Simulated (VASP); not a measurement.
**ZrPb2O3: single point with PBE**

Crystal: ZrPb2O3.

```
Zr Pb O
1.0
     3.93780    0.00000    0.00000
     0.00000    3.93780    0.00000
     0.00000    0.00000    8.62537
Zr Pb O
1 2 3
Direct
  0.50000 0.50000 0.50000
  0.00000 0.00000 0.00000
  0.00000 0.00000 0.50000
  0.00000 0.00000 0.75771
  0.00000 0.00000 0.24229
  0.50000 0.50000 0.00000
```

The cell was generated, and may not be a known phase.

```json
{
 "Program": "VASP 6.6.1",
 "Task": "single point",
 "Functional": "PBE",
 "Potentials or basis": "VASP PAW PBE potentials, release 64 (Zr_sv, Pb_d, O)",
 "Cutoff": "600 eV",
 "k mesh": "4 × 4 × 2",
 "Occupations": "gaussian, width 0.1 eV",
 "Spin": "collinear spin",
 "Starting moments": "[1.0, 0.0, 0.0, 0.0, 0.0, 0.0] μB",
 "Dipole correction": "no",
 "Further INCAR settings": "ALGO = Normal; EDIFF = 1e-06; NBANDS = 42"
}
```

```json
{
 "Pressure": "0.6 GPa",
 "Largest force": "0.146 eV/Å",
 "Band gap on the k mesh": "zero (filled and empty bands overlap)",
 "Net moment": "0.03 μB per cell",
 "Valence electrons inside the program's atomic spheres": "Zr 9.75; Pb 11.74, 12.31; O 4.88, 4.76 (each value once)"
}
```

Forces in eV/Å, atoms in the order of the input:
```
Zr   0.000  0.000  0.000
Pb   0.000  0.000  0.000
Pb   0.000  0.000  0.000
O    0.000  0.000 -0.146
O    0.000  0.000  0.146
O    0.000  0.000  0.000
```

Stress tensor (GPa, compression positive):
```
0.06 0.00 0.00
0.00 0.06 0.00
0.00 0.00 1.62
```

Levels at points of the mesh, in eV from the Fermi level:
Spin up:
| k point | band 26 | band 27 | band 28 | band 29 | band 30 | band 31 | band 32 | band 33 |
| --- | --- | --- | --- | --- | --- | --- | --- | --- |
| (0.00, 0.00, 0.00) | -0.82 | -0.52 | -0.47 | 0.49 | 1.31 | 1.40 | 1.40 | 1.73 |
| (0.50, 0.00, 0.00) | -0.75 | -0.50 | -0.38 | -0.05 | -0.01 | 1.19 | 1.28 | 2.16 |
| (0.50, 0.50, 0.00) | -1.73 | -0.21 | 0.20 | 0.20 | 0.88 | 0.88 | 1.20 | 1.28 |
| (0.00, 0.00, 0.50) | -0.75 | -0.75 | -0.47 | -0.46 | 1.10 | 1.38 | 1.38 | 1.73 |
| (0.50, 0.00, 0.50) | -1.45 | -0.56 | -0.50 | -0.02 | 0.11 | 1.19 | 1.34 | 1.61 |
| (0.50, 0.50, 0.50) | -1.30 | -0.34 | -0.26 | 0.20 | 0.20 | 0.85 | 0.85 | 1.30 |
Spin down:
| k point | band 26 | band 27 | band 28 | band 29 | band 30 | band 31 | band 32 | band 33 |
| --- | --- | --- | --- | --- | --- | --- | --- | --- |
| (0.00, 0.00, 0.00) | -0.82 | -0.52 | -0.47 | 0.49 | 1.32 | 1.41 | 1.41 | 1.76 |
| (0.50, 0.00, 0.00) | -0.73 | -0.50 | -0.38 | -0.05 | 0.00 | 1.20 | 1.29 | 2.16 |
| (0.50, 0.50, 0.00) | -1.72 | -0.21 | 0.21 | 0.21 | 0.89 | 0.89 | 1.21 | 1.28 |
| (0.00, 0.00, 0.50) | -0.74 | -0.74 | -0.47 | -0.46 | 1.10 | 1.39 | 1.39 | 1.76 |
| (0.50, 0.00, 0.50) | -1.44 | -0.55 | -0.50 | -0.02 | 0.12 | 1.20 | 1.35 | 1.61 |
| (0.50, 0.50, 0.50) | -1.30 | -0.34 | -0.26 | 0.21 | 0.21 | 0.86 | 0.86 | 1.30 |

Run time: 2.6 min on 1 thread of Oxide Virtual Turin-like Processor (shared host), peak memory 0.35 GiB.

Caveat: the k points lie up to 0.40 Å⁻¹ apart, too coarse for converged energies and pressures of a metal; spin-orbit coupling is left out, which moves the levels of the heavy elements.
